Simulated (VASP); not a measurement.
# Pb (P6_3/mmc) in VASP: single point with PBEsol

Aim: the single point of Pb with PBEsol.

Program: VASP 6.6.1. These are calculated values, not measurements. Logs are shortened: lines on timing, memory, paths and dates and some standing lists are left out, and cuts for length are marked.

### Step 1. The cell of the first run

Symmetry: P6_3/mmc, No. 194, hexagonal system. Conventional cell: a = 3.480 Å, b = 3.480 Å, c = 5.590 Å, α = 90.00°, β = 90.00°, γ = 120.00°. Pb (site symmetry -6m2) has 12 Pb at 3.44 to 3.48 Å within 4.5 Å.

### Step 2. Single point, PBEsol

INCAR

```
PREC = Accurate
ENCUT = 520
EDIFF = 1E-6
ISMEAR = 0
SIGMA = 0.15
LREAL = F
LASPH = T
NELM = 80
ALGO = Fast
ISIF = 2
LWAVE = F
LCHARG = F
GGA = PS
NBANDS = 21
```

KPOINTS

```
regular mesh
0
Gamma
  15 15 10
```

POSCAR

```
Pb
1.0
    3.4800006906      0.0000000000      0.0000000000
   -1.7400003453      3.0137690032      0.0000000000
    0.0000000000      0.0000000000      5.5900000000
Pb
2
Direct
    0.3333333333      0.6666666667      0.2500000000
    0.6666666667      0.3333333333      0.7500000000
```

Potentials or basis: VASP PAW PBE potentials, release 64 (Pb_d).

Command:

```sh
$ cat potpaw_PBE.64/Pb_d/POTCAR > POTCAR
$ mpirun -np 1 vasp_std > vasp.out
```

OUTCAR:

```text
PREC = Accurate
   ENCUT = 520
   EDIFF = 1E-6
   ISMEAR = 0
   LREAL = F
   LASPH = T
   NELM = 80
   ISIF = 2
   GGA = PS

 ion  position               nearest neighbor table
   1  0.333  0.667  0.250-   2 3.44   2 3.44   2 3.44   2 3.44   2 3.44   2 3.44
   2  0.667  0.333  0.750-   1 3.44   1 3.44   1 3.44   1 3.44   1 3.44   1 3.44

  LATTYP: Found a hexagonal cell.
 ALAT       =     3.4800006906
 C/A-ratio  =     1.6063215203

  Lattice vectors:

 A1 = (   3.4800006906,   0.0000000000,   0.0000000000)
 A2 = (  -1.7400003453,   3.0137690032,   0.0000000000)
 A3 = (   0.0000000000,   0.0000000000,   5.5900000000)

Analysis of symmetry for initial positions (statically):
=====================================================================
 Subroutine PRICEL returns:
 Original cell was already a primitive cell.

 Routine SETGRP: Setting up the symmetry group for a
 hexagonal supercell.

 Subroutine GETGRP returns: Found 24 space group operations
 (whereof 12 operations were pure point group operations)
 out of a pool of 24 trial point group operations.

The static configuration has the point symmetry D_3d.
 The point group associated with its full space group is D_6h.

Analysis of symmetry for dynamics (positions and initial velocities):
=====================================================================
 Subroutine PRICEL returns:
 Original cell was already a primitive cell.

 Routine SETGRP: Setting up the symmetry group for a
 hexagonal supercell.

 Subroutine GETGRP returns: Found 24 space group operations
 (whereof 12 operations were pure point group operations)
 out of a pool of 24 trial point group operations.

The dynamic configuration has the point symmetry D_3d.
 The point group associated with its full space group is D_6h.

 Subroutine INISYM returns: Found 24 space group operations
 (whereof 12 operations are pure point group operations),
 and found     1 'primitive' translations

----------------------------------------------------------------------------------------

                                     Primitive cell

  volume of cell :      58.6275

  direct lattice vectors                    reciprocal lattice vectors
     3.480000691  0.000000000  0.000000000     0.287356265  0.165905217  0.000000000
    -1.740000345  3.013769003  0.000000000     0.000000000  0.331810434  0.000000000
     0.000000000  0.000000000  5.590000000     0.000000000  0.000000000  0.178890877

  length of vectors
     3.480000691  3.480000691  5.590000000     0.331810434  0.331810434  0.178890877

  position of ions in fractional coordinates (direct lattice)
     0.333333333  0.666666667  0.250000000
     0.666666667  0.333333333  0.750000000

  ion indices of the primitive-cell ions
   primitive index   ion index
                 1           1
                 2           2

----------------------------------------------------------------------------------------

 KPOINTS: regular mesh

Automatic generation of k-mesh.
 Grid dimensions read from file:
 generate k-points for:   15   15   10

 Generating k-lattice:

  Cartesian coordinates                     Fractional coordinates (reciprocal lattice)
     0.019157084  0.011060348  0.000000000     0.066666667  0.000000000  0.000000000
     0.000000000  0.022120696  0.000000000     0.000000000  0.066666667  0.000000000
     0.000000000  0.000000000  0.017889088     0.000000000  0.000000000  0.100000000

  Length of vectors
     0.022120696  0.022120696  0.017889088

  Shift w.r.t. Gamma in fractional coordinates (k-lattice)
     0.000000000  0.000000000  0.000000000

 Subroutine IBZKPT returns following result:
 ===========================================

 Found    162 irreducible k-points:

 Following reciprocal coordinates:
            Coordinates               Weight
  0.000000  0.000000  0.000000      1.000000
  0.066667  0.000000  0.000000      6.000000
  0.133333  0.000000  0.000000      6.000000
  0.200000  0.000000  0.000000      6.000000
  0.266667  0.000000  0.000000      6.000000
  0.333333  0.000000  0.000000      6.000000
[... 16 lines left out ...]
  0.333333  0.200000  0.000000     12.000000
  0.400000  0.200000  0.000000      6.000000
 [... further k-points ...]
   k-points           NKPTS =    162   k-points in BZ     NKDIM =    162   number of bands    NBANDS=     21
   number of dos      NEDOS =    301   number of ions     NIONS =      2
   total plane-waves  NPLWV =  32928
   dimension x,y,z NGX =    28 NGY =   28 NGZ =   42
   dimension x,y,z NGXF=    56 NGYF=   56 NGZF=   84
   ions per type =               2
   NGX,Y,Z   is equivalent  to a cutoff of  13.38, 13.38, 12.49 a.u.
   NGXF,Y,Z  is equivalent  to a cutoff of  26.75, 26.75, 24.98 a.u.
 SYSTEM =  unknown system
   PREC   = accura    normal or accurate (medium, high low for compatibility)
   ISTART =      0    job   : 0-new  1-cont  2-samecut
   ICHARG =      2    charge: 1-file 2-atom 10-const
   ISPIN  =      1    spin polarized calculation?
   LNONCOLLINEAR =      F non collinear calculations
   LSORBIT =      F    spin-orbit coupling
   LASPH  =      T    aspherical Exc in radial PAW
   ENCUT  =  520.0 eV  38.22 Ry    6.18 a.u.   6.47  6.47 10.39*2*pi/ulx,y,z
   NELM   =     80;   NELMIN=  2; NELMDL= -5     # of ELM steps
   EDIFF  = 0.1E-05   stopping-criterion for ELM
   LREAL  =      F    real-space projection
   EDIFFG = 0.1E-04   stopping-criterion for IOM
   NSW    =      0    number of steps for IOM
   IBRION =     -1    ionic relax: 0-MD 1-quasi-New 2-CG
   NFREE  =      0    steps in history (QN), initial steepest desc. (CG)
   ISIF   =      2    stress and relaxation
   ISYM   =      2    0-nonsym 1-usesym 2-fastsym
   POTIM  = 0.5000    time-step for ionic-motion
   TEBEG  =    0.0;   TEEND  =   0.0 temperature during run
   PSTRESS=    0.0 pullay stress
   NELECT =      28.0000    total number of electrons
   NUPDOWN=      -1.0000    fix difference up-down
   EMIN   =  10.00;   EMAX   =-10.00  energy-range for DOS
   EFERMI =   0.00;   METHOD = LEGACY
   ISMEAR =     0;   SIGMA  =   0.15  broadening in eV -4-tet -1-fermi 0-gaus
   EFERMI_NEDOS =   21; number of points for ismear=-14 and -15
   IALGO  =     68    algorithm
   IMIX   =      4    mixing-type and parameters
     AMIX     =   0.40;   BMIX     =  1.00
     AMIX_MAG =   1.60;   BMIX_MAG =  1.00
  volume/ion in A,a.u.               =      29.31       197.82
  Fermi-wavevector in a.u.,A,eV,Ry     =   1.279658  2.418202 22.279864  1.637524
  Thomas-Fermi vector in A             =   2.412130
   LORBIT       =      0    0 simple, 1 ext, 2 COOP (PROOUT), +10 PAW based schemes
   GGA     = PS    functional components
   LHFCALC =     F    Hartree Fock is set to
   AEXX    =    0.0000 exact exchange contribution
   IVDW    =     0    specifies the selected vdW correction
   LEPSILON=     F    determine dielectric tensor
   LRPA    =     F    only Hartree local field effects (RPA)
 non-spin polarized calculation
 RMM-DIIS sequential band-by-band and
 Gauss-broadening in eV      SIGMA  =   0.15
  energy-cutoff  :      520.00
  volume of cell :       58.63
 maximum number of plane-waves:      1605
 NGX is ok and might be reduce to    28
   NGX = 13   NGY = 13   NGZ = 21

 number of electron      28.0000005 magnetization

 Free energy of the ion-electron system (eV)
  ---------------------------------------------------
  ext. energy  EPLUGINS =         0.00000000
  ---------------------------------------------------
  free energy    TOTEN  =        -7.97294672 eV

  energy without entropy =       -7.96151943  energy(sigma->0) =       -7.96723307

 E-fermi :   7.4411     XC(G=0): -10.5063

 val. band max:        7.4154627857   @ k =   0.4000   0.2000   0.5000
 cond. band min:       7.4419901764   @ k =   0.3333   0.0667   0.1000
 fundamental gap:      0.0265273907
 Fermi energy:         7.4411071502

 k-point     1 :       0.0000    0.0000    0.0000
  band No.  band energies     occupation
      1      -9.5704      2.00000
      2      -9.5199      2.00000
      3      -9.5106      2.00000
      4      -9.5106      2.00000
      5      -9.4854      2.00000
      6      -9.4854      2.00000
[... 13 lines left out ...]
     20      16.5003      0.00000
     21      19.0024      0.00000

 k-point     2 :       0.0667    0.0000    0.0000
  band No.  band energies     occupation
      1      -9.5668      2.00000
      2      -9.5308      2.00000
      3      -9.4993      2.00000
      4      -9.4952      2.00000
      5      -9.4829      2.00000
      6      -9.4745      2.00000
[... 13 lines left out ...]
     20      16.8814      0.00000
     21      18.6029      0.00000

 k-point     3 :       0.1333    0.0000    0.0000
  band No.  band energies     occupation
      1      -9.5751      2.00000
      2      -9.5277      2.00000
      3      -9.4853      2.00000
      4      -9.4675      2.00000
      5      -9.4610      2.00000
      6      -9.4582      2.00000
[... 13 lines left out ...]
     20      17.8467      0.00000
     21      17.9217      0.00000

 k-point     4 :       0.2000    0.0000    0.0000
  band No.  band energies     occupation
      1      -9.6022      2.00000
      2      -9.5137      2.00000
      3      -9.4861      2.00000
      4      -9.4762      2.00000
      5      -9.4743      2.00000
      6      -9.4204      2.00000
[... 13 lines left out ...]
     20      17.3176      0.00000
     21      18.3350      0.00000

 k-point     5 :       0.2667    0.0000    0.0000
  band No.  band energies     occupation
      1      -9.6332      2.00000
      2      -9.5175      2.00000
      3      -9.5166      2.00000
      4      -9.4930      2.00000
      5      -9.4492      2.00000
      6      -9.3661      2.00000
[... 13 lines left out ...]
     20      16.7457      0.00000
     21      18.2122      0.00000

 k-point     6 :       0.3333    0.0000    0.0000
  band No.  band energies     occupation
      1      -9.6618      2.00000
      2      -9.5499      2.00000
      3      -9.5269      2.00000
      4      -9.5099      2.00000
      5      -9.4190      2.00000
      6      -9.3593      2.00000
[... 13 lines left out ...]
     20      16.2845      0.00000
     21      18.0248      0.00000

 k-point     7 :       0.4000    0.0000    0.0000
  band No.  band energies     occupation
      1      -9.6835      2.00000
      2      -9.5765      2.00000
      3      -9.5368      2.00000
      4      -9.5226      2.00000
      5      -9.3953      2.00000
      6      -9.3779      2.00000
[... 13 lines left out ...]
     20      15.9687      0.00000
     21      17.8921      0.00000
[... 291 lines left out ...]
      1      -9.6454      2.00000
      2      -9.6093      2.00000
      3      -9.5089      2.00000
      4      -9.5054      2.00000
      5      -9.3960      2.00000
      6      -9.3864      2.00000
[... 13 lines left out ...]
     20      15.7069      0.00000
     21      20.0518      0.00000

 k-point    21 :       0.2000    0.2000    0.0000
  band No.  band energies     occupation
      1      -9.5670      2.00000
      2      -9.5605      2.00000
      3      -9.5549      2.00000
      4      -9.4988      2.00000
      5      -9.4145      2.00000
      6      -9.3762      2.00000
[... 13 lines left out ...]
     20      17.6407      0.00000
     21      18.2777      0.00000

 k-point    22 :       0.2667    0.2000    0.0000
  band No.  band energies     occupation
      1      -9.5967      2.00000
      2      -9.5755      2.00000
      3      -9.5188      2.00000
      4      -9.4977      2.00000
      5      -9.4011      2.00000
      6      -9.3836      2.00000
[... 13 lines left out ...]
     20      17.6488      0.00000
     21      19.6870      0.00000

 k-point    23 :       0.3333    0.2000    0.0000
  band No.  band energies     occupation
      1      -9.6169      2.00000
      2      -9.5875      2.00000
      3      -9.4932      2.00000
      4      -9.4866      2.00000
      5      -9.4021      2.00000
      6      -9.3900      2.00000
[... 13 lines left out ...]
     20      17.4913      0.00000
     21      21.2719      0.00000

 k-point    24 :       0.4000    0.2000    0.0000
  band No.  band energies     occupation
      1      -9.6241      2.00000
      2      -9.5917      2.00000
      3      -9.4904      2.00000
      4      -9.4743      2.00000
      5      -9.4098      2.00000
      6      -9.3804      2.00000
[... 13 lines left out ...]
     20      17.4344      0.00000
     21      21.7928      0.00000

 [... further k-points ...]
[... 5 lines left out ...]
  --------------------------------------------------------------------------------------
  -------------------------------------------------------------------------------------
  Total        0.0687113      0.0687113      0.8940233      0.0000000      0.0000000      0.0000000
  in kB        1.8777501      1.8777501     24.4319604      0.0000000      0.0000000      0.0000000
  external PRESSURE =       9.3958202 kB  Pullay stress =       0.0000000 kB

 VOLUME and BASIS-vectors are now :
 -----------------------------------------------------------------------------
  energy-cutoff  :      520.00
  volume of cell :       58.63
      direct lattice vectors                 reciprocal lattice vectors
     3.480000691  0.000000000  0.000000000     0.287356265  0.165905217  0.000000000
    -1.740000345  3.013769003  0.000000000     0.000000000  0.331810434  0.000000000
     0.000000000  0.000000000  5.590000000     0.000000000  0.000000000  0.178890877

 POSITION                                       TOTAL-FORCE (eV/Angst)
 -----------------------------------------------------------------------------------
     -0.00000      2.00918      1.39750        -0.000000      0.000000      0.000000
      1.74000      1.00459      4.19250         0.000000     -0.000000      0.000000
 -----------------------------------------------------------------------------------
    total drift:                               -0.000000      0.000000      0.000000

  FREE ENERGIE OF THE ION-ELECTRON SYSTEM (eV)
  ---------------------------------------------------
  free  energy   TOTEN  =        -7.9729467153 eV

  energy  without entropy=       -7.9615194273  energy(sigma->0) =       -7.96723307
```

Wall time 1.9 min (1 thread of Intel Xeon Platinum 8488C (Sapphire Rapids), shared host); peak memory 0.28 GiB.

What came out:

```
Free energy            : -7.9729 eV
Pressure               : 0.9 GPa
Band gap on the k mesh : zero (band 14 reaches 13.20 eV, above the bottom of band 15 at 5.34 eV)
```

Stress tensor (GPa, compression positive):
```
0.19 0.00 0.00
0.00 0.19 0.00
0.00 0.00 2.44
```

Levels at points of the mesh, in eV from the Fermi level:
```
           k point  band 11  band 12  band 13  band 14  band 15  band 16  band 17  band 18
(0.00, 0.00, 0.00)   -11.96    -7.98    -4.30     5.60     5.60     7.51     7.51     8.18
(0.00, 0.00, 0.50)   -10.68   -10.68     1.04     1.04     6.51     6.51     6.51     6.51
```

Caveat: the PAW data sets were made with another functional, which shifts forces and pressure a little; spin-orbit coupling is left out, which moves the levels of the heavy elements.
